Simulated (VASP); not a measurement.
A run of VASP 6.6.1 is set up as follows.

INCAR

```
SYSTEM = Mo4C
ALGO = Normal
DIPOL = 0.5 0.5 0.349
EDIFF = 1E-7
EDIFFG = -0.025
ENCUT = 520
GGA = PS
IBRION = 2
IDIPOL = 3
ISIF = 2
ISMEAR = 0
LASPH = .TRUE.
LCHARG = .FALSE.
LDIPOL = .TRUE.
LREAL = .FALSE.
LWAVE = .FALSE.
NELM = 80
NSW = 36
PREC = Accurate
SIGMA = 0.1
```

File KPOINTS:

```
k-points
0
G
  9 9 1
  0 0 0
```

The input POSCAR:

```
Mo4C
1.0
    3.1294301618      0.0000000000      0.0000000000
    0.0000000000      3.1294301618      0.0000000000
    0.0000000000      0.0000000000     20.0433475010
Mo C
4 1
Selective dynamics
Direct
    0.5000000000      0.5000000000      0.1995674625  F F F
    0.0000000000      0.0000000000      0.2776340170  F F F
    0.5000000000      0.5000000000      0.3579998479  F F F
    0.0000000000      0.0000000000      0.4262435454  F F F
    0.1250000000      0.5000000000      0.4831202722  F F T
```

Potentials or basis: VASP PAW PBE potentials, release 64 (Mo_sv, C).

Command:

```bash
$ cat potpaw_PBE.64/Mo_sv/POTCAR potpaw_PBE.64/C/POTCAR > POTCAR
$ mpirun -np 1 vasp_std > vasp.out
```

Question: Predict the energy gained by relaxing.

Answer: 8.2 meV/atom.

Question: Predict the band gap on the k mesh.

Answer: Zero (bands 30 and 31 overlap by 1.33 eV).

Final structure:
```
Mo C
1.0
     3.12943    0.00000    0.00000
     0.00000    3.12943    0.00000
     0.00000    0.00000   20.04335
Mo C
4 1
Direct
  0.50000 0.50000 0.19957
  0.00000 0.00000 0.27763
  0.50000 0.50000 0.35800
  0.00000 0.00000 0.42624
  0.12500 0.50000 0.47891
```
